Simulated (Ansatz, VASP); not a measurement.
## AlN: VASP beside Ansatz

INCAR

```
SYSTEM = AlN
PREC = Accurate
ENCUT = 520
EDIFF = 1E-6
ISMEAR = 0
SIGMA = 0.05
LREAL = .False.
LASPH = .True.
NELM = 80
ALGO = Normal
ISIF = 2
LWAVE = .False.
LCHARG = .False.
GGA = PE
NBANDS = 36
```

The input KPOINTS:

```
regular mesh
0
Gamma
  8 8 2
  0 0 0
```

Contents of POSCAR:

```
AlN
1.0
    2.1839935596     -2.1839935596      0.0000000000
    2.1839935596      0.0000000000     -2.1839935596
   12.2000758535     12.2000758535     12.2000758535
Al N
6 6
Direct
    0.6666666667      0.6666666667      0.0447298195
    0.0000000000      0.0000000000      0.6414456612
    0.3333333333      0.3333333333      0.1640729878
    0.6666666667      0.6666666667      0.4027593245
    0.0000000000      0.0000000000      0.2834161562
    0.3333333333      0.3333333333      0.5221024929
    0.6666666667      0.6666666667      0.3132519483
    1.0000000000      1.0000000000      0.1939087799
    0.3333333333      0.3333333333      0.4325951166
    0.6666666667      0.6666666667      0.6712814533
    0.0000000000      0.0000000000      0.5519382850
    0.3333333333      0.3333333333      0.0745656116
```

Input for Ansatz:

```yaml
crystal:
  lattice:
    - [2.1839935596, -2.1839935596, 0.0]
    - [2.1839935596, 0.0, -2.1839935596]
    - [12.2000758535, 12.2000758535, 12.2000758535]
  atoms:
    - { symbol: Al, position: [0.6666666667, 0.6666666667, 0.0447298195] }
    - { symbol: Al, position: [0.0, 0.0, 0.6414456612] }
    - { symbol: Al, position: [0.3333333333, 0.3333333333, 0.1640729878] }
    - { symbol: Al, position: [0.6666666667, 0.6666666667, 0.4027593245] }
    - { symbol: Al, position: [0.0, 0.0, 0.2834161562] }
    - { symbol: Al, position: [0.3333333333, 0.3333333333, 0.5221024929] }
    - { symbol: "N", position: [0.6666666667, 0.6666666667, 0.3132519483] }
    - { symbol: "N", position: [1.0, 1.0, 0.1939087799] }
    - { symbol: "N", position: [0.3333333333, 0.3333333333, 0.4325951166] }
    - { symbol: "N", position: [0.6666666667, 0.6666666667, 0.6712814533] }
    - { symbol: "N", position: [0.0, 0.0, 0.551938285] }
    - { symbol: "N", position: [0.3333333333, 0.3333333333, 0.0745656116] }
basis:
  ecutwfc: 420
kpoints:
  mp_grid: { grid: [8, 8, 2] }
hamiltonian:
  xc: pbe
scf:
  occupations: { method: gaussian, width: 0.05 }
output:
  forces: true
  stress: true
  eigenvalues: true
```

Alike in both runs: task single point; functional PBE; k mesh 8 × 8 × 2; occupations gaussian, width 0.05 eV; no spin polarisation.

|  | VASP | Ansatz |
| --- | --- | --- |
| version | VASP 6.6.1 | Ansatz 0.2.0 |
| potentials or method | VASP PAW PBE potentials, release 64 (Al, N), cutoff 520 eV | scalar-relativistic, plane waves, PAW |
| valence electrons in the cell | 48 | 48 |

|  | VASP | Ansatz | Ansatz less VASP |
| --- | --- | --- | --- |
| gap on the k mesh at the Fermi level (eV) | none | none | - |
| rms of the force components (eV/Å) | 0.554 | 0.554 | -0.0001 |

Atom by atom the forces differ by 0.005 eV/Å (rms over components). A gap of «none» marks a metal or a gap that the smearing closes.
